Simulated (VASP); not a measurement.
# Bi (R-3m) in VASP: notebook

Bi is run at these levels: PBEsol, PBE; tasks: single point.

Everything below comes from runs of VASP 6.6.1. Logs are shortened: lines on timing, memory, paths and dates and some standing lists are left out, and cuts for length are marked.

### 1 The cell of the first run

Symmetry: R-3m, No. 166, trigonal system. The conventional cell has a = 4.713 Å, b = 4.713 Å, c = 12.298 Å, α = 90.00°, β = 90.00°, γ = 120.00°. Within 4.2 Å of Bi (site symmetry 3m) lie 6 Bi at 3.18 to 3.66 Å.

### 2 Single point, PBEsol (functional PBEsol, strained)

File INCAR:

```
SYSTEM = Bi
ALGO = Fast
EDIFF = 1E-6
ENCUT = 520
GGA = PS
ISIF = 2
ISMEAR = 0
LASPH = .True.
LCHARG = .False.
LREAL = .False.
LWAVE = .False.
NBANDS = 22
NELM = 80
PREC = Accurate
SIGMA = 0.1
```

File KPOINTS:

```
k-points
0
Gamma
  12 12 12
  0 0 0
```

File POSCAR:

```
Bi
1.0
    2.3564642266      1.3605052556      4.0991908800
   -2.3564642266      1.3605052556      4.0991908800
    0.0000000000     -2.7210105110      4.0991908800
Bi
2
Direct
    0.2338900000      0.2338900000      0.2338900000
    0.7661100000      0.7661100000      0.7661100000
```

Potentials or basis: VASP PAW PBE potentials, release 64 (Bi_d).

Launch:

```sh
> cat potpaw_PBE.64/Bi_d/POTCAR > POTCAR
> mpirun -np 1 vasp_std > vasp.out
```

OUTCAR:

```text
SYSTEM = Bi
   EDIFF = 1E-6
   ENCUT = 520
   GGA = PS
   ISIF = 2
   ISMEAR = 0
   LASPH = .True.
   LREAL = .False.
   NELM = 80
   PREC = Accurate

 ion  position               nearest neighbor table
   1  0.234  0.234  0.234-   2 3.18   2 3.18   2 3.18   2 3.66   2 3.66   2 3.66
   2  0.766  0.766  0.766-   1 3.18   1 3.18   1 3.18   1 3.66   1 3.66   1 3.66

  LATTYP: Found a trigonal (rhomboedric) cell.
 ALAT       =     4.9200878115
 COS(alpha) =     0.5412184017

  Lattice vectors:

 A1 = (   2.3564642266,   1.3605052556,   4.0991908800)
 A2 = (  -2.3564642266,   1.3605052556,   4.0991908800)
 A3 = (   0.0000000000,  -2.7210105110,   4.0991908800)

Analysis of symmetry for initial positions (statically):
=====================================================================
 Subroutine PRICEL returns:
 Original cell was already a primitive cell.

 Routine SETGRP: Setting up the symmetry group for a
 trigonal (rhombohedral) supercell.

 Subroutine GETGRP returns: Found 12 space group operations
 (whereof 12 operations were pure point group operations)
 out of a pool of 12 trial point group operations.

The static configuration has the point symmetry D_3d.

Analysis of symmetry for dynamics (positions and initial velocities):
=====================================================================
 Subroutine PRICEL returns:
 Original cell was already a primitive cell.

 Routine SETGRP: Setting up the symmetry group for a
 trigonal (rhombohedral) supercell.

 Subroutine GETGRP returns: Found 12 space group operations
 (whereof 12 operations were pure point group operations)
 out of a pool of 12 trial point group operations.

The dynamic configuration has the point symmetry D_3d.

 Subroutine INISYM returns: Found 12 space group operations
 (whereof 12 operations are pure point group operations),
 and found     1 'primitive' translations

----------------------------------------------------------------------------------------

                                     Primitive cell

  volume of cell :      78.8516

  direct lattice vectors                    reciprocal lattice vectors
     2.356464227  1.360505256  4.099190880     0.212182300  0.122503508  0.081316861
    -2.356464227  1.360505256  4.099190880    -0.212182300  0.122503508  0.081316861
     0.000000000 -2.721010511  4.099190880     0.000000000 -0.245007016  0.081316861

  length of vectors
     4.920087811  4.920087811  4.920087811     0.258148930  0.258148930  0.258148930

  position of ions in fractional coordinates (direct lattice)
     0.233890000  0.233890000  0.233890000
     0.766110000  0.766110000  0.766110000

  ion indices of the primitive-cell ions
   primitive index   ion index
                 1           1
                 2           2

----------------------------------------------------------------------------------------

 KPOINTS: k-points

Automatic generation of k-mesh.
 Grid dimensions read from file:
 generate k-points for:   12   12   12

 Generating k-lattice:

  Cartesian coordinates                     Fractional coordinates (reciprocal lattice)
     0.017681858  0.010208626  0.006776405     0.083333333  0.000000000  0.000000000
    -0.017681858  0.010208626  0.006776405     0.000000000  0.083333333  0.000000000
     0.000000000 -0.020417251  0.006776405     0.000000000  0.000000000  0.083333333

  Length of vectors
     0.021512411  0.021512411  0.021512411

  Shift w.r.t. Gamma in fractional coordinates (k-lattice)
     0.000000000  0.000000000  0.000000000

 Subroutine IBZKPT returns following result:
 ===========================================

 Found    189 irreducible k-points:

 Following reciprocal coordinates:
            Coordinates               Weight
  0.000000  0.000000  0.000000      1.000000
  0.083333 -0.000000 -0.000000      6.000000
  0.166667 -0.000000  0.000000      6.000000
  0.250000 -0.000000  0.000000      6.000000
  0.333333 -0.000000  0.000000      6.000000
  0.416667 -0.000000  0.000000      6.000000
[... 16 lines left out ...]
  0.500000  0.166667  0.000000     12.000000
 -0.416667  0.166667 -0.000000     12.000000
 [... further k-points ...]
   k-points           NKPTS =    189   k-points in BZ     NKDIM =    189   number of bands    NBANDS=     22
   number of dos      NEDOS =    301   number of ions     NIONS =      2
   total plane-waves  NPLWV =  64000
   dimension x,y,z NGX =    40 NGY =   40 NGZ =   40
   dimension x,y,z NGXF=    80 NGYF=   80 NGZF=   80
   ions per type =               2
   NGX,Y,Z   is equivalent  to a cutoff of  13.52, 13.52, 13.52 a.u.
   NGXF,Y,Z  is equivalent  to a cutoff of  27.03, 27.03, 27.03 a.u.
 SYSTEM =  Bi
   PREC   = accura    normal or accurate (medium, high low for compatibility)
   ISTART =      0    job   : 0-new  1-cont  2-samecut
   ICHARG =      2    charge: 1-file 2-atom 10-const
   ISPIN  =      1    spin polarized calculation?
   LNONCOLLINEAR =      F non collinear calculations
   LSORBIT =      F    spin-orbit coupling
   LASPH  =      T    aspherical Exc in radial PAW
   ENCUT  =  520.0 eV  38.22 Ry    6.18 a.u.   9.15  9.15  9.15*2*pi/ulx,y,z
   NELM   =     80;   NELMIN=  2; NELMDL= -5     # of ELM steps
   EDIFF  = 0.1E-05   stopping-criterion for ELM
   LREAL  =      F    real-space projection
   EDIFFG = 0.1E-04   stopping-criterion for IOM
   NSW    =      0    number of steps for IOM
   IBRION =     -1    ionic relax: 0-MD 1-quasi-New 2-CG
   NFREE  =      0    steps in history (QN), initial steepest desc. (CG)
   ISIF   =      2    stress and relaxation
   ISYM   =      2    0-nonsym 1-usesym 2-fastsym
   POTIM  = 0.5000    time-step for ionic-motion
   TEBEG  =    0.0;   TEEND  =   0.0 temperature during run
   PSTRESS=    0.0 pullay stress
   NELECT =      30.0000    total number of electrons
   NUPDOWN=      -1.0000    fix difference up-down
   EMIN   =  10.00;   EMAX   =-10.00  energy-range for DOS
   EFERMI =   0.00;   METHOD = LEGACY
   ISMEAR =     0;   SIGMA  =   0.10  broadening in eV -4-tet -1-fermi 0-gaus
   EFERMI_NEDOS =   21; number of points for ismear=-14 and -15
   IALGO  =     68    algorithm
   IMIX   =      4    mixing-type and parameters
     AMIX     =   0.40;   BMIX     =  1.00
     AMIX_MAG =   1.60;   BMIX_MAG =  1.00
  volume/ion in A,a.u.               =      39.43       266.06
  Fermi-wavevector in a.u.,A,eV,Ry     =   1.186256  2.241699 19.146164  1.407203
  Thomas-Fermi vector in A             =   2.322433
   LORBIT       =      0    0 simple, 1 ext, 2 COOP (PROOUT), +10 PAW based schemes
   GGA     = PS    functional components
   LHFCALC =     F    Hartree Fock is set to
   AEXX    =    0.0000 exact exchange contribution
   IVDW    =     0    specifies the selected vdW correction
   LEPSILON=     F    determine dielectric tensor
   LRPA    =     F    only Hartree local field effects (RPA)
 non-spin polarized calculation
 RMM-DIIS sequential band-by-band and
 Gauss-broadening in eV      SIGMA  =   0.10
  energy-cutoff  :      520.00
  volume of cell :       78.85
 maximum number of plane-waves:      2145
 NGX is ok and might be reduce to    40
   NGX = 19   NGY = 19   NGZ = 19

 number of electron      30.0000001 magnetization

 Free energy of the ion-electron system (eV)
  ---------------------------------------------------
  ext. energy  EPLUGINS =         0.00000000
  ---------------------------------------------------
  free energy    TOTEN  =        -8.45856540 eV

  energy without entropy =       -8.45730416  energy(sigma->0) =       -8.45793478

 E-fermi :   4.8759     XC(G=0):  -9.1863

 val. band max:        4.8637032099   @ k =  -0.4167   0.5000   0.4167
 cond. band min:       4.9436419963   @ k =   0.4167  -0.0000   0.0000
 fundamental gap:      0.0799387864
 Fermi energy:         4.8759159815

 k-point     1 :       0.0000    0.0000    0.0000
  band No.  band energies     occupation
      1     -17.7578      2.00000
      2     -17.7578      2.00000
      3     -17.6505      2.00000
      4     -17.6505      2.00000
      5     -17.6392      2.00000
      6     -17.5246      2.00000
[... 14 lines left out ...]
     21      10.6724      0.00000
     22      10.6724      0.00000

 k-point     2 :       0.0833   -0.0000   -0.0000
  band No.  band energies     occupation
      1     -17.7543      2.00000
      2     -17.7531      2.00000
      3     -17.6489      2.00000
      4     -17.6478      2.00000
      5     -17.6369      2.00000
      6     -17.5266      2.00000
[... 14 lines left out ...]
     21      10.7299      0.00000
     22      11.0486      0.00000

 k-point     3 :       0.1667   -0.0000    0.0000
  band No.  band energies     occupation
      1     -17.7443      2.00000
      2     -17.7396      2.00000
      3     -17.6448      2.00000
      4     -17.6401      2.00000
      5     -17.6299      2.00000
      6     -17.5334      2.00000
[... 14 lines left out ...]
     21      10.9912      0.00000
     22      12.1607      0.00000

 k-point     4 :       0.2500   -0.0000    0.0000
  band No.  band energies     occupation
      1     -17.7293      2.00000
      2     -17.7181      2.00000
      3     -17.6394      2.00000
      4     -17.6281      2.00000
      5     -17.6182      2.00000
      6     -17.5456      2.00000
[... 14 lines left out ...]
     21      11.5129      0.00000
     22      13.4757      0.00000

 k-point     5 :       0.3333   -0.0000    0.0000
  band No.  band energies     occupation
      1     -17.7121      2.00000
      2     -17.6906      2.00000
      3     -17.6338      2.00000
      4     -17.6132      2.00000
      5     -17.6031      2.00000
      6     -17.5624      2.00000
[... 14 lines left out ...]
     21      12.2646      0.00000
     22      14.4069      0.00000

 k-point     6 :       0.4167   -0.0000    0.0000
  band No.  band energies     occupation
      1     -17.6974      2.00000
      2     -17.6605      2.00000
      3     -17.6293      2.00000
      4     -17.5973      2.00000
      5     -17.5963      2.00000
      6     -17.5725      2.00000
[... 14 lines left out ...]
     21      13.1958      0.00000
     22      13.8160      0.00000

 k-point     7 :       0.5000   -0.0000    0.0000
  band No.  band energies     occupation
      1     -17.6913      2.00000
      2     -17.6407      2.00000
      3     -17.6264      2.00000
      4     -17.6102      2.00000
      5     -17.5856      2.00000
      6     -17.5754      2.00000
[... 324 lines left out ...]
      6     -17.5456      2.00000
[... 14 lines left out ...]
     21      11.8292      0.00000
     22      12.2086      0.00000

 k-point    21 :       0.3333    0.1667    0.0000
  band No.  band energies     occupation
      1     -17.7390      2.00000
      2     -17.6838      2.00000
      3     -17.6409      2.00000
      4     -17.6233      2.00000
      5     -17.6035      2.00000
      6     -17.5591      2.00000
[... 14 lines left out ...]
     21      12.6489      0.00000
     22      13.1862      0.00000

 k-point    22 :       0.4167    0.1667   -0.0000
  band No.  band energies     occupation
      1     -17.7233      2.00000
      2     -17.6640      2.00000
      3     -17.6293      2.00000
      4     -17.6196      2.00000
      5     -17.5888      2.00000
      6     -17.5747      2.00000
[... 14 lines left out ...]
     21      13.6061      0.00000
     22      13.7352      0.00000

 k-point    23 :       0.5000    0.1667    0.0000
  band No.  band energies     occupation
      1     -17.7101      2.00000
      2     -17.6471      2.00000
      3     -17.6216      2.00000
      4     -17.6108      2.00000
      5     -17.5908      2.00000
      6     -17.5739      2.00000
[... 14 lines left out ...]
     21      13.6616      0.00000
     22      13.8842      0.00000

 k-point    24 :      -0.4167    0.1667   -0.0000
  band No.  band energies     occupation
      1     -17.7080      2.00000
      2     -17.6310      2.00000
      3     -17.6223      2.00000
      4     -17.6119      2.00000
      5     -17.5891      2.00000
      6     -17.5784      2.00000
[... 14 lines left out ...]
     21      12.7195      0.00000
     22      14.5612      0.00000

 [... further k-points ...]

------------------------ aborting loop because EDIFF is reached ----------------------------------------

  FORCE on cell =-STRESS in cart. coord.  units (eV):
  Direction    XX          YY          ZZ          XY          YZ          ZX
  --------------------------------------------------------------------------------------
  -------------------------------------------------------------------------------------
  Total       -2.3796243     -2.3796243     -1.9709845      0.0000000     -0.0000000      0.0000000
  in kB      -48.3513390    -48.3513390    -40.0482292      0.0000000     -0.0000000      0.0000000
  external PRESSURE =     -45.5836357 kB  Pullay stress =       0.0000000 kB

 VOLUME and BASIS-vectors are now :
 -----------------------------------------------------------------------------
  energy-cutoff  :      520.00
  volume of cell :       78.85
      direct lattice vectors                 reciprocal lattice vectors
     2.356464227  1.360505256  4.099190880     0.212182300  0.122503508  0.081316861
    -2.356464227  1.360505256  4.099190880    -0.212182300  0.122503508  0.081316861
     0.000000000 -2.721010511  4.099190880     0.000000000 -0.245007016  0.081316861

 POSITION                                       TOTAL-FORCE (eV/Angst)
 -----------------------------------------------------------------------------------
      0.00000      0.00000      2.87628         0.000000     -0.000000     -0.304138
      0.00000      0.00000      9.42129         0.000000      0.000000      0.304138
 -----------------------------------------------------------------------------------
    total drift:                               -0.000000     -0.000000      0.000000

  FREE ENERGIE OF THE ION-ELECTRON SYSTEM (eV)
  ---------------------------------------------------
  free  energy   TOTEN  =        -8.4585654042 eV

  energy  without entropy=       -8.4573041616  energy(sigma->0) =       -8.45793478
```

It took 2.8 min on 1 thread of Intel Xeon 6975P-C (Granite Rapids), shared host; peak memory 0.42 GiB.

What came out:

| Item | Value |
| --- | --- |
| Free energy | -8.4586 eV |
| Pressure | -4.6 GPa |
| Largest force | 0.304 eV/Å |
| Band gap on the k mesh | zero (band 15 reaches 4.86 eV, above the bottom of band 16 at 4.71 eV) |

Forces on the atoms (eV/Å):
```
Bi   0.000  0.000 -0.304
Bi   0.000  0.000  0.304
```

Stress tensor (GPa, compression positive):
```
-4.84  0.00  0.00
 0.00 -4.84  0.00
 0.00  0.00 -4.00
```

Caveat: the cell differs from its parent crystal (functional PBEsol, strained); the PAW data sets were made with another functional, which shifts forces and pressure a little; spin-orbit coupling is left out, which moves the levels of the heavy elements.

### 3 Single point, PBE (strained and its atoms moved)

File INCAR:

```
SYSTEM = Bi
PREC     = Accurate       ! precision mode
ENCUT    = 520            ! plane-wave cutoff, eV
EDIFF    = 1E-7           ! SCF threshold, eV
ISMEAR   = 0              ! smearing method
SIGMA    = 0.1            ! smearing width, eV
LREAL    = .FALSE.        ! projectors in reciprocal space
LASPH    = .TRUE.         ! aspherical terms in the spheres
NELM     = 60             ! most SCF steps
ALGO     = Fast           ! electronic algorithm
ISIF     = 2              ! what is computed and relaxed
LWAVE    = .FALSE.        ! write WAVECAR
LCHARG   = .TRUE.         ! write CHGCAR
GGA      = PE             ! functional
LELF     = .TRUE.         ! ELF
LVHAR    = .TRUE.       
NBANDS   = 22             ! bands
```

File KPOINTS:

```
Automatic mesh
0
G
  12 12 12
  0 0 0
```

File POSCAR:

```
Bi
1.0
    2.3220055515      1.3406105302      4.2764882400
   -2.3220055515      1.3406105302      4.2764882400
    0.0000000000     -2.6812210603      4.2764882400
Bi
2
Direct
    0.2288318311      0.2288318311      0.2288318311
    0.7711681689      0.7711681689      0.7711681689
```

Potentials or basis: VASP PAW PBE potentials, release 64 (Bi_d).

Launch:

```sh
> cat potpaw_PBE.64/Bi_d/POTCAR > POTCAR
> mpirun -np 1 vasp_std > vasp.out
```

Wall time 3.7 min (1 thread of Intel Xeon 6975P-C (Granite Rapids), shared host); peak memory 0.42 GiB.

Results (log left out):

| Property | Result |
| --- | --- |
| Free energy | -7.7414 eV |
| Pressure | -1.6 GPa |
| Largest force | 0.054 eV/Å |
| Band gap on the k mesh | zero (band 15 reaches 5.08 eV, above the bottom of band 16 at 4.88 eV) |

Forces on the atoms (eV/Å):
```
Bi   0.000  0.000  0.054
Bi   0.000  0.000 -0.054
```

Stress tensor (GPa, compression positive):
```
-1.76  0.00  0.00
 0.00 -1.76  0.00
 0.00  0.00 -1.30
```

Levels at points of the mesh, in eV from the Fermi level:
```
           k point  band 11  band 12  band 13  band 14  band 15  band 16  band 17  band 18  band 19  band 20
(0.00, 0.00, 0.00)   -12.49    -7.88    -1.38    -0.99    -0.99     1.91     2.62     2.62     5.46     5.85
(0.50, 0.00, 0.00)   -10.92   -10.14    -1.66    -1.33    -0.39    -0.14     0.78     1.46     6.90     7.72
(0.50, 0.50, 0.00)   -11.00    -9.52    -3.97    -2.58    -2.43     2.23     4.29     5.25     5.67     8.23
(0.50, 0.50, 0.50)   -11.75    -9.40    -0.99    -0.61    -0.61     0.92     1.07     1.07     6.31     8.85
```

Caveat: the cell differs from its parent crystal (strained and its atoms moved); spin-orbit coupling is left out, which moves the levels of the heavy elements.
